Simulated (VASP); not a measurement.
Input of a VASP 6.6.1 run:

INCAR

```
SYSTEM = Si3N4
ALGO = Normal
EDIFF = 1E-6
ENCUT = 520
GGA = PS
ISIF = 2
ISMEAR = -1
LASPH = .True.
LCHARG = .False.
LREAL = .False.
LWAVE = .False.
NBANDS = 45
NELM = 100
PREC = Accurate
SIGMA = 0.02
```

KPOINTS

```
k-points
0
Gamma
  6 6 8
  0 0 0
```

The input POSCAR:

```
Si3N4
1.0
    7.6247622788      0.0000000000      0.0000000000
   -3.8123811394      6.6032378312      0.0000000000
    0.0000000000      0.0000000000      2.9104192430
Si N
6 8
Direct
    0.2324229196      0.8260485052      0.7500000000
    0.4063744144      0.2324229196      0.2500000000
    0.8260485052      0.5936255856      0.2500000000
    0.1739514948      0.4063744144      0.7500000000
    0.5936255856      0.7675770804      0.7500000000
    0.7675770804      0.1739514948      0.2500000000
    0.3333333333      0.6666666667      0.7500000000
    0.6666666667      0.3333333333      0.2500000000
    0.9703735744      0.6700011956      0.7500000000
    0.3003723787      0.9703735744      0.2500000000
    0.6700011956      0.6996276213      0.2500000000
    0.3299988044      0.3003723787      0.7500000000
    0.0296264256      0.3299988044      0.2500000000
    0.6996276213      0.0296264256      0.7500000000
```

Potentials or basis: VASP PAW PBE potentials, release 64 (Si, N).

Launch:

```sh
$ cat potpaw_PBE.64/Si/POTCAR potpaw_PBE.64/N/POTCAR > POTCAR
$ mpirun -np 1 vasp_std > vasp.out
```

Task: What does it give for the pressure?

Result: 0.2 GPa.

Task: Predict the largest force.

Result: 0.005 eV/Å.

Task: Predict the band gap on the k mesh.

Result: 4.19 eV, indirect (least direct gap 4.38 eV).

Forces on the atoms (eV/Å):
```
Si  -0.001  0.001  0.000
Si  -0.001 -0.001  0.000
Si   0.000  0.002  0.000
Si   0.000 -0.002  0.000
Si   0.001  0.001  0.000
Si   0.001 -0.001  0.000
N    0.000  0.000  0.000
N    0.000  0.000  0.000
N    0.004  0.003  0.000
N    0.000  0.005  0.000
N    0.004 -0.002  0.000
N   -0.004  0.002  0.000
N   -0.004 -0.003  0.000
N    0.000 -0.005  0.000
```

Caveat: the PAW data sets were made with another functional, which shifts forces and pressure a little. A k mesh can miss the band edges.
